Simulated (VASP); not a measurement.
# SnSe (zincblende type) (F-43m) in VASP: notebook, part 2 of 2

VASP 6.6.1. Earlier steps stand in the parts before.

## 3. Single point, LDA (volume scaled by 0.72)

INCAR reads:

```
SYSTEM = SnSe
  PREC = Accurate
  ENCUT = 520
  EDIFF = 1E-6
  ISMEAR = -1
  SIGMA = 0.08
  LREAL = .FALSE.
  LASPH = .TRUE.
  NELM = 60
  ALGO = Normal
  ISIF = 2
  LWAVE = .FALSE.
  LCHARG = .FALSE.
  GGA = CA
  NBANDS = 17
```

KPOINTS reads:

```
regular mesh
0
G
  11 11 11
  0 0 0
```

POSCAR reads:

```
SnSe
1.0
    0.0000000000      2.9482819549      2.9482819549
    2.9482819549      0.0000000000      2.9482819549
    2.9482819549      2.9482819549      0.0000000000
Sn Se
1 1
Direct
    0.0000000000      0.0000000000      0.0000000000
    0.2500000000      0.2500000000      0.2500000000
```

Potentials or basis: VASP PAW LDA potentials, release 64 (Sn_d, Se).

Run with:

```sh
cat potpaw_LDA.64/Sn_d/POTCAR potpaw_LDA.64/Se/POTCAR > POTCAR
mpirun -np 1 vasp_std > vasp.out
```

OUTCAR:

```text
SYSTEM = SnSe
   PREC = Accurate
   ENCUT = 520
   EDIFF = 1E-6
   ISMEAR = -1
   LREAL = .FALSE.
   LASPH = .TRUE.
   NELM = 60
   ISIF = 2
   GGA = CA

 ion  position               nearest neighbor table
   1  0.000  0.000  0.000-   2 2.55   2 2.55   2 2.55   2 2.55
   2  0.250  0.250  0.250-   1 2.55   1 2.55   1 2.55   1 2.55

  LATTYP: Found a face centered cubic cell.
 ALAT       =     5.8965639098

  Lattice vectors:

 A1 = (   0.0000000000,   2.9482819549,   2.9482819549)
 A2 = (   2.9482819549,   0.0000000000,   2.9482819549)
 A3 = (   2.9482819549,   2.9482819549,   0.0000000000)

Analysis of symmetry for initial positions (statically):
=====================================================================
 Subroutine PRICEL returns:
 Original cell was already a primitive cell.

 Routine SETGRP: Setting up the symmetry group for a
 face centered cubic supercell.

 Subroutine GETGRP returns: Found 24 space group operations
 (whereof 24 operations were pure point group operations)
 out of a pool of 48 trial point group operations.

The static configuration has the point symmetry T_d .

Analysis of symmetry for dynamics (positions and initial velocities):
=====================================================================
 Subroutine PRICEL returns:
 Original cell was already a primitive cell.

 Routine SETGRP: Setting up the symmetry group for a
 face centered cubic supercell.

 Subroutine GETGRP returns: Found 24 space group operations
 (whereof 24 operations were pure point group operations)
 out of a pool of 48 trial point group operations.

The dynamic configuration has the point symmetry T_d .

 Subroutine INISYM returns: Found 24 space group operations
 (whereof 24 operations are pure point group operations),
 and found     1 'primitive' translations

----------------------------------------------------------------------------------------
[... 103 lines left out ...]
   PSTRESS=    0.0 pullay stress
   NELECT =      20.0000    total number of electrons
   NUPDOWN=      -1.0000    fix difference up-down
   EMIN   =  10.00;   EMAX   =-10.00  energy-range for DOS
   EFERMI =   0.00;   METHOD = LEGACY
   ISMEAR =    -1;   SIGMA  =   0.08  broadening in eV -4-tet -1-fermi 0-gaus
   EFERMI_NEDOS =   21; number of points for ismear=-14 and -15
   IALGO  =     38    algorithm
   IMIX   =      4    mixing-type and parameters
     AMIX     =   0.40;   BMIX     =  1.00
     AMIX_MAG =   1.60;   BMIX_MAG =  1.00
  volume/ion in A,a.u.               =      25.63       172.94
  Fermi-wavevector in a.u.,A,eV,Ry     =   1.196297  2.260674 19.471671  1.431127
  Thomas-Fermi vector in A             =   2.332241
   LORBIT       =      0    0 simple, 1 ext, 2 COOP (PROOUT), +10 PAW based schemes
   GGA     = CA    functional components
   LHFCALC =     F    Hartree Fock is set to
   AEXX    =    0.0000 exact exchange contribution
   IVDW    =     0    specifies the selected vdW correction
   LEPSILON=     F    determine dielectric tensor
   LRPA    =     F    only Hartree local field effects (RPA)
 non-spin polarized calculation
  energy-cutoff  :      520.00
  volume of cell :       51.26
 maximum number of plane-waves:      1411
   NGX = 15   NGY = 15   NGZ = 15

 number of electron      19.9999999 magnetization

 Free energy of the ion-electron system (eV)
  ---------------------------------------------------
  ext. energy  EPLUGINS =         0.00000000
  ---------------------------------------------------
  free energy    TOTEN  =        -7.78038693 eV

  energy without entropy =       -7.76781283  energy(sigma->0) =       -7.77409988

 E-fermi :   6.7489     XC(G=0):  -9.9621

 val. band max:        6.6108271250   @ k =  -0.2727   0.3636   0.0909
 cond. band min:       6.8412675802   @ k =   0.3636   0.2727   0.0909
 fundamental gap:      0.2304404552
 Fermi energy:         6.7488718901

 k-point     1 :       0.0000    0.0000    0.0000
  band No.  band energies     occupation
      1     -15.2934      2.00000
      2     -15.2934      2.00000
      3     -15.2934      2.00000
      4     -15.2084      2.00000
      5     -15.2084      2.00000
      6      -9.2623      2.00000
[... 457 lines left out ...]
      4     -15.2100      2.00000
      5     -15.2057      2.00000
      6      -8.5847      2.00000
[... 9 lines left out ...]
     16      14.9199      0.00000
     17      16.5347      0.00000

 [... further k-points ...]
[... 5 lines left out ...]
  --------------------------------------------------------------------------------------
  -------------------------------------------------------------------------------------
  Total        6.7552316      6.7552316      6.7552316     -0.0000000      0.0000000     -0.0000000
  in kB      211.1610382    211.1610382    211.1610382     -0.0000000      0.0000000     -0.0000000
  external PRESSURE =     211.1610382 kB  Pullay stress =       0.0000000 kB

 VOLUME and BASIS-vectors are now :
 -----------------------------------------------------------------------------
  energy-cutoff  :      520.00
  volume of cell :       51.26
      direct lattice vectors                 reciprocal lattice vectors
     0.000000000  2.948281955  2.948281955    -0.169590293  0.169590293  0.169590293
     2.948281955  0.000000000  2.948281955     0.169590293 -0.169590293  0.169590293
     2.948281955  2.948281955  0.000000000     0.169590293  0.169590293 -0.169590293

 POSITION                                       TOTAL-FORCE (eV/Angst)
 -----------------------------------------------------------------------------------
      0.00000      0.00000      0.00000         0.000000     -0.000000      0.000000
      1.47414      1.47414      1.47414        -0.000000      0.000000     -0.000000
 -----------------------------------------------------------------------------------
    total drift:                               -0.000000     -0.000000     -0.000000

  FREE ENERGIE OF THE ION-ELECTRON SYSTEM (eV)
  ---------------------------------------------------
  free  energy   TOTEN  =        -7.7803869345 eV

  energy  without entropy=       -7.7678128270  energy(sigma->0) =       -7.77409988
```

OSZICAR:

```text
N       E                     dE             d eps       ncg     rms          rms(c)
DAV:   1     0.137668032017E+03    0.13767E+03   -0.98111E+03  1920   0.148E+03
DAV:   2     0.519005099439E+01   -0.13248E+03   -0.12860E+03  2075   0.347E+02
DAV:   3    -0.760852284605E+01   -0.12799E+02   -0.12688E+02  2349   0.969E+01
DAV:   4    -0.793158011424E+01   -0.32306E+00   -0.32280E+00  2332   0.164E+01
DAV:   5    -0.794086083833E+01   -0.92807E-02   -0.92801E-02  2703   0.267E+00    0.777E+00
DAV:   6    -0.780187362827E+01    0.13899E+00   -0.23971E-01  2827   0.315E+00    0.482E+00
DAV:   7    -0.778238634100E+01    0.19487E-01   -0.80155E-02  2353   0.137E+00    0.987E-01
DAV:   8    -0.778042274417E+01    0.19636E-02   -0.87469E-03  2552   0.705E-01    0.227E-01
DAV:   9    -0.778039331643E+01    0.29428E-04   -0.61294E-04  2151   0.195E-01    0.820E-02
DAV:  10    -0.778038721967E+01    0.60968E-05   -0.39959E-05  2439   0.457E-02    0.168E-02
DAV:  11    -0.778038693446E+01    0.28521E-06   -0.32832E-06  2098   0.128E-02
   1 F= -.77803869E+01 E0= -.77740999E+01  d E =-.125741E-01
```

Run time: 27 s. Hardware: 1 thread of Intel Xeon 6975P-C, shared host; peak memory 0.18 GiB.

What came out:

```
Free energy            : -7.7804 eV
Pressure               : 21.1 GPa
Band gap on the k mesh : zero (band 10 reaches 7.37 eV, above the bottom of band 11 at 6.03 eV)
```

Levels at points of the mesh, in eV from the Fermi level:
| k point | band 6 | band 7 | band 8 | band 9 | band 10 | band 11 | band 12 | band 13 | band 14 | band 15 |
| --- | --- | --- | --- | --- | --- | --- | --- | --- | --- | --- |
| (0.00, 0.00, 0.00) | -16.01 | -4.19 | -3.42 | -3.42 | -3.42 | 1.25 | 1.25 | 1.25 | 5.30 | 7.69 |

Caveat: spin-orbit coupling is left out, which moves the levels of the heavy elements.

## 4. Single point, LDA (volume scaled by 0.8)

INCAR reads:

```
  PREC = Accurate
  ENCUT = 520
  EDIFF = 1E-7
  ISMEAR = -1
  SIGMA = 0.08
  LREAL = False
  LASPH = True
  NELM = 60
  ALGO = Normal
  ISIF = 2
  LWAVE = False
  LCHARG = False
  GGA = CA
  NBANDS = 17
```

KPOINTS reads:

```
regular mesh
0
Gamma
  11 11 11
```

POSCAR reads:

```
SnSe
1.0
    0.0000000000      3.0536658424      3.0536658424
    3.0536658424      0.0000000000      3.0536658424
    3.0536658424      3.0536658424      0.0000000000
Sn Se
1 1
Direct
    0.0000000000      0.0000000000      0.0000000000
    0.2500000000      0.2500000000      0.2500000000
```

Run with:

```sh
cat potpaw_LDA.64/Sn_d/POTCAR potpaw_LDA.64/Se/POTCAR > POTCAR
mpirun -np 1 vasp_std > vasp.out
```

Run time: 32 s. Hardware: 1 thread of Intel Xeon 6975P-C, shared host; peak memory 0.19 GiB.

Results (log left out):

| Item | Value |
| --- | --- |
| Free energy | -8.3476 eV |
| Pressure | 11.5 GPa |
| Band gap on the k mesh | zero (band 10 reaches 5.96 eV, above the bottom of band 11 at 4.91 eV) |

Levels at points of the mesh, in eV from the Fermi level:
```csv
k point,band 6,band 7,band 8,band 9,band 10,band 11,band 12,band 13,band 14,band 15
"(0.00, 0.00, 0.00)",-15.16,-4.57,-3.10,-3.10,-3.10,1.34,1.34,1.34,5.08,7.63
```

Caveat: spin-orbit coupling is left out, which moves the levels of the heavy elements.
